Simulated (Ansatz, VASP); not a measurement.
**Si in VASP and in Ansatz**

Contents of INCAR:

```
SYSTEM = Si
  ALGO = Normal
  EDIFF = 1E-8
  ENCUT = 520
  GGA = PS
  ISIF = 2
  ISMEAR = 0
  LASPH = .True.
  LCHARG = .False.
  LEFG = .True.
  LREAL = .False.
  LWAVE = .False.
  NBANDS = 26
  NELM = 100
  PREC = Accurate
  SIGMA = 0.01
```

The input KPOINTS:

```
k-points
0
Gamma
  4 4 4
  0 0 0
```

Contents of POSCAR:

```
Si
1.0
    5.4271200000      0.0000000000      0.0000000000
    0.0000000000      5.4271200000      0.0000000000
    0.0000000000      0.0000000000      5.4271200000
Si
8
Direct
    0.7500000000      0.7500000000      0.7500000000
    0.2500000000      0.2500000000      0.7500000000
    0.2500000000      0.7500000000      0.2500000000
    0.7500000000      0.2500000000      0.2500000000
    0.5000000000      0.5000000000      0.5000000000
    0.0000000000      0.0000000000      0.5000000000
    0.0000000000      0.5000000000      0.0000000000
    0.5000000000      0.0000000000      0.0000000000
```

Input for Ansatz:

```yaml
crystal:
  lattice:
    - [5.42712, 0.0, 0.0]
    - [0.0, 5.42712, 0.0]
    - [0.0, 0.0, 5.42712]
  atoms:
    - { symbol: Si, position: [0.75, 0.75, 0.75] }
    - { symbol: Si, position: [0.25, 0.25, 0.75] }
    - { symbol: Si, position: [0.25, 0.75, 0.25] }
    - { symbol: Si, position: [0.75, 0.25, 0.25] }
    - { symbol: Si, position: [0.5, 0.5, 0.5] }
    - { symbol: Si, position: [0.0, 0.0, 0.5] }
    - { symbol: Si, position: [0.0, 0.5, 0.0] }
    - { symbol: Si, position: [0.5, 0.0, 0.0] }
kpoints:
  mp_grid: { grid: [4, 4, 4] }
scf:
  occupations: { method: fixed }
hamiltonian:
  xc: pbesol
  pseudopotentials: { kind: paw, azcp: { folder: soft_1 } }
output:
  forces: true
  efg: { contact_densities: true }
  core_levels:
    shells: { Si: "2p" }
    counted_from: valence_top
    eps_inf: [12.932, 12.932, 12.932]
```

Alike in both runs: task electric field gradients; functional PBEsol; k mesh 4 × 4 × 4; no spin polarisation.

|  | VASP | Ansatz |
| --- | --- | --- |
| version | VASP 6.6.1 | Ansatz 0.2.0 |
| potentials or method | VASP PAW PBE potentials, release 64 (Si) | plane-wave PAW, scalar-relativistic |
| plane-wave cutoff (eV) | 520 | 420 |
| occupations | gaussian, width 0.01 eV | fixed |
| valence electrons in the cell | 32 | 32 |

|  | VASP | Ansatz | Ansatz less VASP |
| --- | --- | --- | --- |
| gap on the k mesh at the Fermi level (eV) | 0.50 | 0.50 | +0.006 |

VASP's potentials were made for PBE, not for PBEsol, and Ansatz warns of the same on its side.
